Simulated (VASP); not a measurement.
# ZnS (F-43m) in VASP: settings compared

ZnS is run at these levels: r2SCAN, PBE; tasks: single point.

Everything below comes from runs of VASP 6.6.1. Logs are shortened: lines on timing, memory, paths and dates and some standing lists are left out, and cuts for length are marked.

**Experimental background.**

“Electronic, vibrational, and thermodynamic properties of ZnS (zincblende and rocksalt structure)”, 2009, arxiv:0911.5022 quotes, for a bulk crystal of ZnS at 19 K: band gap 3.85 eV (direct).

The results are compared with them further down.

## Step 1: The cell of the first run

It takes space group F-43m (No. 216, cubic). Conventional cell: a = 5.294 Å, b = 5.294 Å, c = 5.294 Å, α = 90.00°, β = 90.00°, γ = 90.00°. Within 3.0 Å of Zn (site symmetry -43m) lie 4 S at 2.29 Å. S (site symmetry -43m) has 4 Zn at 2.29 Å within 3.0 Å.

## Step 2: Single point, r2SCAN

File POSCAR:

```
ZnS
1.0
    0.0000000000      2.6468416657      2.6468416657
    2.6468416657      0.0000000000      2.6468416657
    2.6468416657      2.6468416657      0.0000000000
Zn S
1 1
Direct
    0.7500000000      0.7500000000      0.7500000000
    0.0000000000      0.0000000000      0.0000000000
```

File INCAR.step1:

```
ALGO = Normal
EDIFF = 1E-4
ENCUT = 520
GGA = PE
ISMEAR = -1
LASPH = T
LCHARG = F
LREAL = F
LWAVE = T
NBANDS = 16
NELM = 100
PREC = Accurate
SIGMA = 0.05
```

File INCAR.step2:

```
ALGO = Normal
EDIFF = 1E-6
ENCUT = 520
ISIF = 2
ISMEAR = -1
ISTART = 1
LASPH = T
LCHARG = T
LELF = T
LMIXTAU = T
LREAL = F
LVHAR = T
LWAVE = F
METAGGA = R2SCAN
NBANDS = 16
NELM = 100
PREC = Accurate
SIGMA = 0.05
```

File KPOINTS:

```
k-points
0
Gamma
  9 9 9
```

Potentials or basis: VASP PAW PBE potentials, release 64 (Zn, S).

Started as:

```console
$ cat potpaw_PBE.64/Zn/POTCAR potpaw_PBE.64/S/POTCAR > POTCAR
$ cp INCAR.step1 INCAR
$ mpirun -np 1 vasp_std > vasp.out
$ cp INCAR.step2 INCAR
$ mpirun -np 1 vasp_std > vasp.out
```

OUTCAR:

```text
EDIFF = 1E-6
   ENCUT = 520
   ISIF = 2
   ISMEAR = -1
   ISTART = 1
   LASPH = T
   LREAL = F
   METAGGA = R2SCAN
   NELM = 100
   PREC = Accurate

 ion  position               nearest neighbor table
   1  0.750  0.750  0.750-   2 2.29   2 2.29   2 2.29   2 2.29
   2  0.000  0.000  0.000-   1 2.29   1 2.29   1 2.29   1 2.29

  LATTYP: Found a face centered cubic cell.
 ALAT       =     5.2936833314

  Lattice vectors:

 A1 = (   0.0000000000,   2.6468416657,   2.6468416657)
 A2 = (   2.6468416657,   0.0000000000,   2.6468416657)
 A3 = (   2.6468416657,   2.6468416657,   0.0000000000)

Analysis of symmetry for initial positions (statically):
=====================================================================
 Subroutine PRICEL returns:
 Original cell was already a primitive cell.

 Routine SETGRP: Setting up the symmetry group for a
 face centered cubic supercell.

 Subroutine GETGRP returns: Found 24 space group operations
 (whereof 24 operations were pure point group operations)
 out of a pool of 48 trial point group operations.

The static configuration has the point symmetry T_d .

Analysis of symmetry for dynamics (positions and initial velocities):
=====================================================================
 Subroutine PRICEL returns:
 Original cell was already a primitive cell.

 Routine SETGRP: Setting up the symmetry group for a
 face centered cubic supercell.

 Subroutine GETGRP returns: Found 24 space group operations
 (whereof 24 operations were pure point group operations)
 out of a pool of 48 trial point group operations.

The dynamic configuration has the point symmetry T_d .

 Subroutine INISYM returns: Found 24 space group operations
 (whereof 24 operations are pure point group operations),
 and found     1 'primitive' translations

----------------------------------------------------------------------------------------

                                     Primitive cell

  volume of cell :      37.0863

  direct lattice vectors                    reciprocal lattice vectors
     0.000000000  2.646841666  2.646841666    -0.188904386  0.188904386  0.188904386
     2.646841666  0.000000000  2.646841666     0.188904386 -0.188904386  0.188904386
     2.646841666  2.646841666  0.000000000     0.188904386  0.188904386 -0.188904386

  length of vectors
     3.743199381  3.743199381  3.743199381     0.327191995  0.327191995  0.327191995

  position of ions in fractional coordinates (direct lattice)
     0.750000000  0.750000000  0.750000000
     0.000000000  0.000000000  0.000000000

  ion indices of the primitive-cell ions
   primitive index   ion index
                 1           1
                 2           2

----------------------------------------------------------------------------------------

 KPOINTS: k-points

Automatic generation of k-mesh.
 Grid dimensions read from file:
 generate k-points for:    9    9    9

 Generating k-lattice:

  Cartesian coordinates                     Fractional coordinates (reciprocal lattice)
    -0.020989376  0.020989376  0.020989376     0.111111111  0.000000000  0.000000000
     0.020989376 -0.020989376  0.020989376     0.000000000  0.111111111  0.000000000
     0.020989376  0.020989376 -0.020989376     0.000000000  0.000000000  0.111111111

  Length of vectors
     0.036354666  0.036354666  0.036354666

  Shift w.r.t. Gamma in fractional coordinates (k-lattice)
     0.000000000  0.000000000  0.000000000

 Subroutine IBZKPT returns following result:
 ===========================================

 Found     35 irreducible k-points:

 Following reciprocal coordinates:
            Coordinates               Weight
  0.000000  0.000000  0.000000      1.000000
  0.111111  0.000000  0.000000      8.000000
  0.222222  0.000000  0.000000      8.000000
  0.333333  0.000000  0.000000      8.000000
  0.444444  0.000000  0.000000      8.000000
  0.111111  0.111111  0.000000      6.000000
[... 16 lines left out ...]
 -0.333333  0.333333  0.000000     12.000000
  0.444444  0.444444  0.000000      6.000000
 [... further k-points ...]
   k-points           NKPTS =     35   k-points in BZ     NKDIM =     35   number of bands    NBANDS=     16
   number of dos      NEDOS =    301   number of ions     NIONS =      2
   total plane-waves  NPLWV =  21952
   dimension x,y,z NGX =    28 NGY =   28 NGZ =   28
   dimension x,y,z NGXF=    56 NGYF=   56 NGZF=   56
   ions per type =               1   1
   NGX,Y,Z   is equivalent  to a cutoff of  12.44, 12.44, 12.44 a.u.
   NGXF,Y,Z  is equivalent  to a cutoff of  24.87, 24.87, 24.87 a.u.
 SYSTEM =  unknown system
   PREC   = accura    normal or accurate (medium, high low for compatibility)
   ISTART =      1    job   : 0-new  1-cont  2-samecut
   ICHARG =      0    charge: 1-file 2-atom 10-const
   ISPIN  =      1    spin polarized calculation?
   LNONCOLLINEAR =      F non collinear calculations
   LSORBIT =      F    spin-orbit coupling
   LASPH  =      T    aspherical Exc in radial PAW
   ENCUT  =  520.0 eV  38.22 Ry    6.18 a.u.   6.96  6.96  6.96*2*pi/ulx,y,z
   NELM   =    100;   NELMIN=  2; NELMDL=  0     # of ELM steps
   EDIFF  = 0.1E-05   stopping-criterion for ELM
   LREAL  =      F    real-space projection
   EDIFFG = 0.1E-04   stopping-criterion for IOM
   NSW    =      0    number of steps for IOM
   IBRION =     -1    ionic relax: 0-MD 1-quasi-New 2-CG
   NFREE  =      0    steps in history (QN), initial steepest desc. (CG)
   ISIF   =      2    stress and relaxation
   ISYM   =      2    0-nonsym 1-usesym 2-fastsym
   POTIM  = 0.5000    time-step for ionic-motion
   TEBEG  =    0.0;   TEEND  =   0.0 temperature during run
   PSTRESS=    0.0 pullay stress
   NELECT =      18.0000    total number of electrons
   NUPDOWN=      -1.0000    fix difference up-down
   EMIN   =  10.00;   EMAX   =-10.00  energy-range for DOS
   EFERMI =   0.00;   METHOD = LEGACY
   ISMEAR =    -1;   SIGMA  =   0.05  broadening in eV -4-tet -1-fermi 0-gaus
   EFERMI_NEDOS =   21; number of points for ismear=-14 and -15
   IALGO  =     38    algorithm
   IMIX   =      4    mixing-type and parameters
     AMIX     =   0.40;   BMIX     =  1.00
     AMIX_MAG =   1.60;   BMIX_MAG =  1.00
  volume/ion in A,a.u.               =      18.54       125.14
  Fermi-wavevector in a.u.,A,eV,Ry     =   1.286553  2.431233 22.520619  1.655219
  Thomas-Fermi vector in A             =   2.418621
   LORBIT       =      0    0 simple, 1 ext, 2 COOP (PROOUT), +10 PAW based schemes
   METAGGA = R2SCAN    functional components
   LHFCALC =     F    Hartree Fock is set to
   AEXX    =    0.0000 exact exchange contribution
   IVDW    =     0    specifies the selected vdW correction
   LEPSILON=     F    determine dielectric tensor
   LRPA    =     F    only Hartree local field effects (RPA)
 non-spin polarized calculation
  energy-cutoff  :      520.00
  volume of cell :       37.09
 maximum number of plane-waves:      1018
   NGX = 13   NGY = 13   NGZ = 13

 number of electron      18.0000013 magnetization

 Free energy of the ion-electron system (eV)
  ---------------------------------------------------
  ext. energy  EPLUGINS =         0.00000000
  ---------------------------------------------------
  free energy    TOTEN  =       -18.83791300 eV

  energy without entropy =      -18.83791300  energy(sigma->0) =      -18.83791300

 E-fermi :   3.4837     XC(G=0): -10.6016

 val. band max:        2.4352952852   @ k =   0.0000   0.0000   0.0000
 cond. band min:       5.4042222547   @ k =   0.0000   0.0000   0.0000
 fundamental gap:      2.9689269695
 Fermi energy:         3.4837306169

 k-point     1 :       0.0000    0.0000    0.0000
  band No.  band energies     occupation
      1     -11.7078      2.00000
      2      -4.3356      2.00000
      3      -4.3356      2.00000
      4      -4.3356      2.00000
      5      -3.7069      2.00000
      6      -3.7069      2.00000
[... 8 lines left out ...]
     15      14.8043      0.00000
     16      15.3619      0.00000

 k-point     2 :       0.1111    0.0000    0.0000
  band No.  band energies     occupation
      1     -11.6022      2.00000
      2      -4.3379      2.00000
      3      -4.3154      2.00000
      4      -4.3154      2.00000
      5      -3.7086      2.00000
      6      -3.7086      2.00000
[... 8 lines left out ...]
     15      14.2575      0.00000
     16      16.0532      0.00000

 k-point     3 :       0.2222    0.0000    0.0000
  band No.  band energies     occupation
      1     -11.3162      2.00000
      2      -4.3148      2.00000
      3      -4.2675      2.00000
      4      -4.2675      2.00000
      5      -3.7075      2.00000
      6      -3.7074      2.00000
[... 8 lines left out ...]
     15      13.8998      0.00000
     16      15.6287      0.00000

 k-point     4 :       0.3333    0.0000    0.0000
  band No.  band energies     occupation
      1     -10.9504      2.00000
      2      -4.2212      2.00000
      3      -4.2211      2.00000
      4      -4.1785      2.00000
      5      -3.6935      2.00000
      6      -3.6934      2.00000
[... 8 lines left out ...]
     15      14.6904      0.00000
     16      15.1161      0.00000

 k-point     5 :       0.4444    0.0000    0.0000
  band No.  band energies     occupation
      1     -10.6812      2.00000
      2      -4.1973      2.00000
      3      -4.1972      2.00000
      4      -3.7906      2.00000
      5      -3.6752      2.00000
      6      -3.6751      2.00000
[... 8 lines left out ...]
     15      16.2314      0.00000
     16      16.2315      0.00000

 k-point     6 :       0.1111    0.1111    0.0000
  band No.  band energies     occupation
      1     -11.5670      2.00000
      2      -4.3571      2.00000
      3      -4.2990      2.00000
      4      -4.2990      2.00000
      5      -3.7231      2.00000
      6      -3.6961      2.00000
[... 8 lines left out ...]
     15      14.9742      0.00000
     16      16.4830      0.00000
[... 267 lines left out ...]
 k-point    21 :       0.4444    0.3333    0.0000
  band No.  band energies     occupation
      1     -10.4675      2.00000
      2      -4.3670      2.00000
      3      -3.9992      2.00000
      4      -3.9822      2.00000
      5      -3.6326      2.00000
      6      -3.6204      2.00000
[... 8 lines left out ...]
     15      16.8879      0.00000
     16      18.9433      0.00000

 k-point    22 :      -0.4444    0.3333    0.0000
  band No.  band energies     occupation
      1     -10.3354      2.00000
      2      -4.2711      2.00000
      3      -3.9959      2.00000
      4      -3.8854      2.00000
      5      -3.6541      2.00000
      6      -3.3903      2.00000
[... 8 lines left out ...]
     15      16.2587      0.00000
     16      18.8918      0.00000

 k-point    23 :      -0.3333    0.3333    0.0000
  band No.  band energies     occupation
      1     -10.3720      2.00000
      2      -4.2138      2.00000
      3      -4.0426      2.00000
      4      -3.7841      2.00000
      5      -3.6896      2.00000
      6      -3.4219      2.00000
[... 8 lines left out ...]
     15      14.8045      0.00000
     16      20.2181      0.00000

 k-point    24 :       0.4444    0.4444    0.0000
  band No.  band energies     occupation
      1     -10.3336      2.00000
      2      -4.4031      2.00000
      3      -3.9373      2.00000
      4      -3.9373      2.00000
      5      -3.6176      2.00000
      6      -3.5409      2.00000
[... 8 lines left out ...]
     15      16.7761      0.00000
     16      18.5157      0.00000

 [... further k-points ...]
[... 5 lines left out ...]
  --------------------------------------------------------------------------------------
  -------------------------------------------------------------------------------------
  Total        1.0985883      1.0985883      1.0985883      0.0000000      0.0000000     -0.0000000
  in kB       47.4604308     47.4604308     47.4604308      0.0000000      0.0000000     -0.0000000
  external PRESSURE =      47.4604308 kB  Pullay stress =       0.0000000 kB

 VOLUME and BASIS-vectors are now :
 -----------------------------------------------------------------------------
  energy-cutoff  :      520.00
  volume of cell :       37.09
      direct lattice vectors                 reciprocal lattice vectors
     0.000000000  2.646841666  2.646841666    -0.188904386  0.188904386  0.188904386
     2.646841666  0.000000000  2.646841666     0.188904386 -0.188904386  0.188904386
     2.646841666  2.646841666  0.000000000     0.188904386  0.188904386 -0.188904386

 POSITION                                       TOTAL-FORCE (eV/Angst)
 -----------------------------------------------------------------------------------
      3.97026      3.97026      3.97026        -0.000000      0.000000     -0.000000
      0.00000      0.00000      0.00000         0.000000     -0.000000      0.000000
 -----------------------------------------------------------------------------------
    total drift:                                0.000017      0.000017      0.000017

  FREE ENERGIE OF THE ION-ELECTRON SYSTEM (eV)
  ---------------------------------------------------
  free  energy   TOTEN  =       -18.8379130048 eV

  energy  without entropy=      -18.8379130048  energy(sigma->0) =      -18.83791300
```

Run time: 41 s. Hardware: 1 thread of Intel Xeon 6975P-C (Granite Rapids), shared host; peak memory 0.17 GiB.

Results:

```yaml
Free_energy: -18.8379 eV
Pressure: 4.7 GPa
Band_gap_on_the_k_mesh: 2.97 eV, direct
```

Levels at points of the mesh, in eV from the valence-band top:
```csv
k point,band 7,band 8,band 9,band 10,band 11,band 12
"(0.00, 0.00, 0.00)",0.00,0.00,0.00,2.97,6.85,6.85
```

Caveat: the PAW data sets were made with another functional, which shifts forces and pressure a little. r2SCAN opens gaps a little over a GGA but as a rule still falls short of measured ones.

## Step 3: Single point, r2SCAN

This run uses another cell than the first one, of 18.94 Å³/atom, 1.021 times its volume.

File POSCAR:

```
ZnS
1.0
    0.0000000000      2.6654820099      2.6654820099
    2.6654820099      0.0000000000      2.6654820099
    2.6654820099      2.6654820099      0.0000000000
Zn S
1 1
Direct
    0.7500000000      0.7500000000      0.7500000000
    0.0000000000      0.0000000000      0.0000000000
```

File INCAR.step1:

```
PREC = Accurate
ENCUT = 520
ISMEAR = -1
SIGMA = 0.05
LREAL = False
LASPH = True
NELM = 100
NBANDS = 16
GGA = PE
ALGO = Normal
EDIFF = 1E-4
LWAVE = True
LCHARG = False
```

File INCAR.step2:

```
PREC = Accurate
ENCUT = 520
EDIFF = 1E-6
ISMEAR = -1
SIGMA = 0.05
LREAL = False
LASPH = True
NELM = 100
ALGO = Normal
ISIF = 2
LWAVE = False
LCHARG = False
METAGGA = R2SCAN
LMIXTAU = True
NBANDS = 16
ISTART = 1
```

File KPOINTS:

```
regular mesh
0
Gamma
  9 9 9
```

Potentials or basis: VASP PAW PBE potentials, release 64 (Zn, S).

Started as:

```console
$ cat potpaw_PBE.64/Zn/POTCAR potpaw_PBE.64/S/POTCAR > POTCAR
$ cp INCAR.step1 INCAR
$ mpirun -np 1 vasp_std > vasp.out
$ cp INCAR.step2 INCAR
$ mpirun -np 1 vasp_std > vasp.out
```

Run time: 40 s. Hardware: 1 thread of Intel Xeon 6975P-C (Granite Rapids), shared host; peak memory 0.17 GiB.

The run converged. Its results:

```yaml
Free_energy: -18.8561 eV
Pressure: 2.7 GPa
Band_gap_on_the_k_mesh: 2.87 eV, direct
```

Levels at points of the mesh, in eV from the valence-band top:
```
           k point  band 7  band 8  band 9  band 10  band 11  band 12
(0.00, 0.00, 0.00)    0.00    0.00    0.00     2.87     6.87     6.87
```

Caveat: the PAW data sets were made with another functional, which shifts forces and pressure a little.

## Step 4: Single point, PBE

This run uses another cell than the first one, of 19.33 Å³/atom, 1.043 times its volume.

File INCAR:

```
SYSTEM = ZnS
ALGO = Normal
EDIFF = 1E-6
ENCUT = 520
GGA = PE
ISIF = 2
ISMEAR = -1
LASPH = .True.
LCHARG = .False.
LREAL = .False.
LWAVE = .False.
NBANDS = 16
NELM = 60
PREC = Accurate
SIGMA = 0.05
```

File KPOINTS:

```
k-points
0
Gamma
  9 9 9
  0 0 0
```

File POSCAR:

```
ZnS
1.0
    0.0000000000      2.6838652254      2.6838652254
    2.6838652254      0.0000000000      2.6838652254
    2.6838652254      2.6838652254      0.0000000000
Zn S
1 1
Direct
    0.7500000000      0.7500000000      0.7500000000
    0.0000000000      0.0000000000      0.0000000000
```

Started as:

```console
$ cat potpaw_PBE.64/Zn/POTCAR potpaw_PBE.64/S/POTCAR > POTCAR
$ mpirun -np 1 vasp_std > vasp.out
```

It took 14 s on 1 thread of Intel Xeon 6975P-C (Granite Rapids), shared host; peak memory 0.16 GiB.

It converged, with:

```yaml
Free_energy: -6.8345 eV
Pressure: 3.4 GPa
Band_gap_on_the_k_mesh: 2.20 eV, direct
```

Levels at points of the mesh, in eV from the valence-band top:
```
           k point  band 5  band 6  band 7  band 8  band 9  band 10  band 11  band 12  band 13  band 14
(0.00, 0.00, 0.00)   -5.90   -5.90    0.00    0.00    0.00     2.20     6.38     6.38     6.38    11.79
```

## Step 5: The runs side by side

| level | cell | gap on the mesh (eV) | pressure (GPa) |
| --- | --- | --- | --- |
| r2SCAN | a = 3.743 Å, angles 60.0°, 2 atoms | 2.97 | 4.7 |
| r2SCAN | a = 3.770 Å, angles 60.0°, 2 atoms | 2.87 | 2.7 |
| PBE | a = 3.796 Å, angles 60.0°, 2 atoms | 2.20 | 3.4 |

Alike in all rows: task single point; potentials or basis VASP PAW PBE potentials, release 64 (Zn, S); no spin polarisation; k mesh 9 × 9 × 9; cutoff (eV) 520; smearing fermi-dirac 0.05 eV.

Caveats: the PAW data sets were made with another functional, which shifts forces and pressure a little (some runs).

Absolute energies hang on the potentials; compare differences alone.

## Step 6: How close it comes

Step 3. A measured gap of ZnS is 3.85 eV (direct; 19 K; quoted in “Electronic, vibrational, and thermodynamic properties of ZnS (zincblende and rocksalt structure)”, 2009, arxiv:0911.5022); the calculated 2.87 eV misses it by -0.98 eV. The value is that of r2SCAN, without temperature or zero-point motion.
